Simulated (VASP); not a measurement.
# Ga6N7 (a cell with a defect) in VASP: a series of runs, part 2 of 2

VASP 6.6.1. Earlier steps stand in the parts before.

## (3) Single point, PBE, collinear spin (with an interstitial atom, then relaxed in part)

File INCAR:

```
ALGO = Normal ; EDIFF = 1E-6
ENCUT = 520 ; GGA = PE
ISIF = 2 ; ISMEAR = 0
ISPIN = 2 ; LASPH = True
LCHARG = False ; LORBIT = 11
LREAL = False ; LWAVE = False
MAGMOM = 0 0 0 0 0 0 0 0 0 0 0 0 1 ; NBANDS = 72
NELM = 150 ; PREC = Accurate
SIGMA = 0.02
```

File KPOINTS:

```
k-points
0
Gamma
  3 3 3
```

File POSCAR:

```
Ga6N7
1.0
    0.0000000000      0.0000000000      5.2431684095
    4.8275562239     -2.7871908853      0.0000000000
   -0.0000000001      5.5743817708      0.0000000000
Ga N
6 7
Direct
    0.5029455033      0.3247128660      0.3255676939
    0.5029458155     -0.0012906888      0.6735571742
    0.5029459903      0.6726943885      0.9995641368
    0.9997168190     -0.0012919753      0.3326527707
    0.9997079885      0.6656116202      0.6664673677
    0.9997362522      0.3317813952      0.9995637546
    0.8714811182      0.3418390151      0.3426943466
    0.8714825114     -0.0012914228      0.6564269312
    0.8714840371      0.6555575473      0.9995639186
    0.3882364633     -0.0012875409      0.3475536224
    0.3882396175      0.6507193931      0.6515722998
    0.3882299335      0.3466916234      0.9995653599
    0.1642815183     -0.0013353489     -0.0004495024
```

Potentials or basis: VASP PAW PBE potentials, release 64 (Ga_d, N).

Launch:

```bash
$ cat potpaw_PBE.64/Ga_d/POTCAR potpaw_PBE.64/N/POTCAR > POTCAR
$ mpirun -np 1 vasp_std > vasp.out
```

OUTCAR:

```text
EDIFF = 1E-6
   ENCUT = 520
   GGA = PE
   ISIF = 2
   ISMEAR = 0
   ISPIN = 2
   LASPH = True
   LORBIT = 11
   LREAL = False
   NELM = 150
   PREC = Accurate

 ion  position               nearest neighbor table
   1  0.503  0.325  0.326-  11 1.91   7 1.93  12 1.98  10 1.98
   2  0.503  0.999  0.674-  10 1.91   8 1.93  11 1.98  12 1.98
   3  0.503  0.673  1.000-  12 1.91   9 1.93  11 1.98  10 1.98
   4  1.000  0.999  0.333-   8 1.93   7 2.00   9 2.00  10 2.04  13 2.05
   5  1.000  0.666  0.666-   7 1.93   8 2.00   9 2.00  11 2.04  13 2.05
   6  1.000  0.332  1.000-   9 1.93   7 2.00   8 2.00  12 2.04  13 2.05
   7  0.871  0.342  0.343-   5 1.93   1 1.93   6 2.00   4 2.00
   8  0.871  0.999  0.656-   4 1.93   2 1.93   6 2.00   5 2.00
   9  0.871  0.656  1.000-   6 1.93   3 1.93   4 2.00   5 2.00
  10  0.388  0.999  0.348-   2 1.91   1 1.98   3 1.98   4 2.04
  11  0.388  0.651  0.652-   1 1.91   2 1.98   3 1.98   5 2.04
  12  0.388  0.347  1.000-   3 1.91   1 1.98   2 1.98   6 2.04
  13  0.164  0.999  1.000-   5 2.05   4 2.05   6 2.05

  LATTYP: Found a hexagonal cell.
 ALAT       =     5.5743817707
 C/A-ratio  =     0.9405829427

  Lattice vectors:

 A1 = (   4.8275562239,  -2.7871908853,   0.0000000000)
 A2 = (  -0.0000000001,   5.5743817708,   0.0000000000)
 A3 = (   0.0000000000,   0.0000000000,   5.2431684095)

Analysis of symmetry for initial positions (statically):
=====================================================================
 Subroutine PRICEL returns:
 Original cell was already a primitive cell.

 Routine SETGRP: Setting up the symmetry group for a
[... 2192 lines left out ...]
     68      13.2551      0.00000
 [bands above 68 left out]

------------------------ aborting loop because EDIFF is reached ----------------------------------------

  FORCE on cell =-STRESS in cart. coord.  units (eV):
  Direction    XX          YY          ZZ          XY          YZ          ZX
  --------------------------------------------------------------------------------------
  -------------------------------------------------------------------------------------
  Total       10.6237170     10.6240182     10.2882955      0.0008594     -0.0000059      0.0002109
  in kB      120.6338585    120.6372791    116.8250989      0.0097586     -0.0000669      0.0023954
  external PRESSURE =     119.3654122 kB  Pullay stress =       0.0000000 kB

 VOLUME and BASIS-vectors are now :
 -----------------------------------------------------------------------------
  energy-cutoff  :      520.00
  volume of cell :      141.10
      direct lattice vectors                 reciprocal lattice vectors
     0.000000000  0.000000000  5.243168409     0.000000000  0.000000000  0.190724372
     4.827556224 -2.787190885  0.000000000     0.207144144  0.000000000  0.000000000
    -0.000000000  5.574381771  0.000000000     0.103572072  0.179392091  0.000000000

 POSITION                                       TOTAL-FORCE (eV/Angst)
 -----------------------------------------------------------------------------------
      1.56757      0.90980      2.63703         0.010400      0.006170      0.010421
      4.82133      0.97107      2.63703        -0.000125     -0.011936      0.010338
      3.24747      3.69702      2.63703        -0.010059      0.005766      0.010192
      4.82132     -0.92926      5.24168        -0.000519      0.031547     -0.019401
      3.21328      1.85996      5.24164        -0.027558     -0.015528     -0.019160
      1.60169      4.64721      5.24179         0.027153     -0.015893     -0.019930
      1.65025      0.95754      4.56932         0.009502      0.005507     -0.007046
      4.82132      0.87558      4.56933        -0.000025     -0.010905     -0.007189
      3.16474      3.74479      4.56934        -0.009336      0.005388     -0.007354
      4.82134     -0.84621      2.03559        -0.000103      0.009090      0.007749
      3.14138      1.81843      2.03561        -0.007874     -0.004460      0.007677
      1.67367      4.60566      2.03555         0.007893     -0.004596      0.007863
      4.82111      2.78841      0.86136         0.000650     -0.000152      0.025839
 -----------------------------------------------------------------------------------
    total drift:                               -0.000525      0.000049     -0.001099

  FREE ENERGIE OF THE ION-ELECTRON SYSTEM (eV)
  ---------------------------------------------------
  free  energy   TOTEN  =       -73.6366407974 eV

  energy  without entropy=      -73.6366407974  energy(sigma->0) =      -73.63664080

 total charge

# of ion       s       p       d       tot
------------------------------------------
    1        0.791   0.887  10.181  11.859
    2        0.791   0.887  10.181  11.859
    3        0.791   0.887  10.181  11.859
    4        0.768   0.863  10.188  11.819
    5        0.768   0.863  10.188  11.819
    6        0.768   0.863  10.188  11.819
    7        1.238   2.493   0.000   3.731
    8        1.238   2.493   0.000   3.731
    9        1.238   2.493   0.000   3.731
   10        1.243   2.477   0.000   3.720
   11        1.243   2.477   0.000   3.720
   12        1.243   2.477   0.000   3.720
   13        1.364   2.218   0.000   3.582
--------------------------------------------------
tot         13.486  22.377  61.108  96.970

 magnetization (x)

# of ion       s       p       d       tot
------------------------------------------
    1        0.006   0.023   0.012   0.041
    2        0.006   0.023   0.012   0.041
    3        0.006   0.023   0.012   0.041
    4       -0.009  -0.003   0.032   0.021
    5       -0.009  -0.003   0.032   0.021
    6       -0.009  -0.003   0.032   0.021
    7        0.013   0.131   0.000   0.144
    8        0.013   0.131   0.000   0.144
    9        0.013   0.131   0.000   0.144
   10        0.016   0.148   0.000   0.164
   11        0.016   0.148   0.000   0.164
   12        0.016   0.148   0.000   0.164
   13        0.033   1.256   0.000   1.289
--------------------------------------------------
tot          0.112   2.152   0.133   2.397
```

OSZICAR:

```text
N       E                     dE             d eps       ncg     rms          rms(c)
DAV:   1     0.153041625010E+04    0.15304E+04   -0.46814E+04  4640   0.292E+03
DAV:   2     0.284113858071E+03   -0.12463E+04   -0.11567E+04  4040   0.845E+02
DAV:   3    -0.484706269837E+02   -0.33258E+03   -0.31593E+03  4816   0.264E+02
DAV:   4    -0.822009627954E+02   -0.33730E+02   -0.32513E+02  4568   0.869E+01
DAV:   5    -0.844359208212E+02   -0.22350E+01   -0.22107E+01  5784   0.230E+01    0.193E+01
DAV:   6    -0.732848767582E+02    0.11151E+02   -0.32943E+01  6896   0.545E+01    0.601E+00
DAV:   7    -0.736106208620E+02   -0.32574E+00   -0.69673E+00  4776   0.143E+01    0.472E+00
DAV:   8    -0.736445028586E+02   -0.33882E-01   -0.82069E-01  4984   0.101E+01    0.291E+00
DAV:   9    -0.736266459132E+02    0.17857E-01   -0.14272E-01  5136   0.562E+00    0.140E+00
DAV:  10    -0.736397447749E+02   -0.13099E-01   -0.80680E-02  4536   0.194E+00    0.471E-01
DAV:  11    -0.736364159503E+02    0.33288E-02   -0.15896E-02  5472   0.911E-01    0.316E-01
DAV:  12    -0.736363586374E+02    0.57313E-04   -0.60611E-03  5584   0.826E-01    0.196E-01
DAV:  13    -0.736364902117E+02   -0.13157E-03   -0.17762E-03  6864   0.349E-01    0.804E-02
DAV:  14    -0.736366357360E+02   -0.14552E-03   -0.74408E-04  4920   0.333E-01    0.296E-02
DAV:  15    -0.736366387780E+02   -0.30420E-05   -0.66050E-05  5056   0.142E-01    0.167E-02
DAV:  16    -0.736366400239E+02   -0.12460E-05   -0.23767E-05  4976   0.277E-02    0.874E-03
DAV:  17    -0.736366407974E+02   -0.77347E-06   -0.51029E-06  4616   0.199E-02
   1 F= -.73636641E+02 E0= -.73636641E+02  d E =-.802814E-16  mag=     3.0000
```

stdout:

```text
POSCAR found type information on POSCAR GaN
 POSCAR found :  2 types and      13 ions
 scaLAPACK will be used
 LDA part: xc-table for (Slater+PW92), standard interpolation
 POSCAR, INCAR and KPOINTS ok, starting setup
 FFT: planning ... GRIDC
 FFT: planning ... GRID_SOFT
 FFT: planning ... GRID
 WAVECAR not read
 entering main loop
```

Wall time 7.2 min (1 thread of AMD EPYC 7R13 (Zen 3), shared host); peak memory 0.37 GiB.

Results:

| Item | Value |
| --- | --- |
| Free energy | -73.6366 eV |
| Pressure | 11.9 GPa |
| Largest force | 0.037 eV/Å |
| Band gap on the k mesh | 0.51 eV |
| Net moment | 3.00 μB per cell |
| Site moments | Ga +0.04, +0.02 (each value once); N +0.14, +0.16, +1.29 (each value once) μB |
| Valence electrons inside the program's atomic spheres | Ga 11.86, 11.82 (each value once); N 3.73, 3.72, 3.58 (each value once) |

Forces in eV/Å, atoms in the order of the input:
```
Ga   0.010  0.006  0.010
Ga   0.000 -0.012  0.010
Ga  -0.010  0.006  0.010
Ga  -0.001  0.032 -0.019
Ga  -0.028 -0.016 -0.019
Ga   0.027 -0.016 -0.020
N    0.010  0.006 -0.007
N    0.000 -0.011 -0.007
N   -0.009  0.005 -0.007
N    0.000  0.009  0.008
N   -0.008 -0.004  0.008
N    0.008 -0.005  0.008
N    0.001  0.000  0.026
```

Stress tensor (GPa, compression positive):
```
12.06  0.00  0.00
 0.00 12.06  0.00
 0.00  0.00 11.68
```

Caveat: the k points lie up to 0.43 Å⁻¹ apart; the cell differs from its parent crystal (with an interstitial atom, then relaxed in part).
